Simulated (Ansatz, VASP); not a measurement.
## InSe in VASP and in Ansatz

```xyz
8
Lattice="4.0473 0.0000 0.0000 -2.0237 3.5051 0.0000 0.0000 0.0000 18.0521" Properties=species:S:1:pos:R:3 pbc="T T T"
In    0.0000    0.0000   10.4232
In    0.0000    0.0000    7.6289
In    0.0000    2.3367   16.6550
In    0.0000    2.3367    1.3970
Se    2.0237    1.1684   15.3984
Se    2.0237    1.1684    2.6537
Se    0.0000    2.3367   11.6800
Se    0.0000    2.3367    6.3721
```

Alike in both runs: task single point; functional PBEsol; k mesh 6 × 6 × 2; no spin polarisation.

```csv
,VASP,Ansatz
version,VASP 6.6.1,Ansatz 0.2.0
potentials or method,"VASP PAW PBE potentials, release 64 (In_d, Se), cutoff 520 eV","plane waves, PAW"
occupations,"gaussian, width 0.01 eV",fixed
valence electrons in the cell,76,116
```

Ansatz gave:

| Item | Value |
| --- | --- |
| gap on the k mesh at the Fermi level (eV) | 0.64 |

Estimate VASP's values.

gap on the k mesh at the Fermi level (eV): 0.63.

VASP's potentials were made for PBE, not for PBEsol. VASP's potentials hold 76 valence electrons a cell and Ansatz's 116, so a difference there can come from the potentials and not from the codes.
